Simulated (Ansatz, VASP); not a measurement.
One calculation of Tl, two programs

The input INCAR:

```
SYSTEM = Tl
PREC = Accurate
ENCUT = 520
EDIFF = 1E-6
ISMEAR = -1
SIGMA = 0.1
LREAL = .FALSE.
LASPH = .TRUE.
NELM = 100
ALGO = Normal
ISIF = 2
LWAVE = .FALSE.
LCHARG = .TRUE.
GGA = PE
LELF = .TRUE.
LVHAR = .TRUE.
NBANDS = 12
```

KPOINTS

```
regular mesh
0
G
  14 14 13
  0 0 0
```

File POSCAR:

```
Tl
1.0
    2.5847043633      0.0000000000      0.0000000000
   -1.2923521817      2.2384196399      0.0000000000
    0.0000000000      0.0000000000      2.4538982212
Tl
1
Direct
    0.0000000000      0.0000000000      0.0000000000
```

Input for Ansatz:

```yaml
crystal:
  lattice:
    - [2.5847043633, 0.0, 0.0]
    - [-1.2923521817, 2.2384196399, 0.0]
    - [0.0, 0.0, 2.4538982212]
  atoms:
    - { symbol: Tl, position: [0.0, 0.0, 0.0] }
kpoints:
  mp_grid: { grid: [14, 14, 13] }
  band_path:
    path:
      - [0.0, 0.0, 0.0]
      - [0.5, 0.0, 0.0]
      - [0.3333333333, 0.3333333333, 0.0]
      - [0.0, 0.0, 0.0]
      - [0.0, 0.0, 0.5]
      - [0.5, 0.0, 0.5]
      - [0.3333333333, 0.3333333333, 0.5]
      - [0.0, 0.0, 0.5]
      - [0.5, 0.0, 0.5]
    npoints: 8
scf:
  occupations: { method: fermi_dirac, width: 0.1 }
hamiltonian:
  xc: pbe
  pseudopotentials: { kind: paw }
output:
  forces: true
  stress: true
  eigenvalues: true
  populations: true
  dos: { projected: true, de: 0.2, e_range: [-14, 8] }
  write_density: true
  write_potential: true
  elf: true
  volumetric_format: npy
```

Change from the starting cell: volume scaled by 0.43, PAW files.

Alike in both runs: task single point; functional PBE; k mesh 14 × 14 × 13; occupations fermi-dirac, width 0.1 eV; no spin polarisation.

```csv
,VASP,Ansatz
version,VASP 6.6.1,Ansatz 0.2.0
potentials or method,"VASP PAW PBE potentials, release 64 (Tl_d)","PAW with Ansatz's default frozen-core files, scalar-relativistic"
plane-wave cutoff (eV),520,420
valence electrons in the cell,13,13
```

|  | VASP | Ansatz | Ansatz less VASP |
| --- | --- | --- | --- |
| pressure (GPa) | 201.6 | 201.2 | -0.37 |

Both programs put the cell under a high pressure, so it lies far from rest at this level. The functional is the same, so the differences come from potentials, cutoffs and numerics.

Neither program's run includes spin-orbit coupling. Noted on VASP's run: the cell as given lies far from equilibrium.
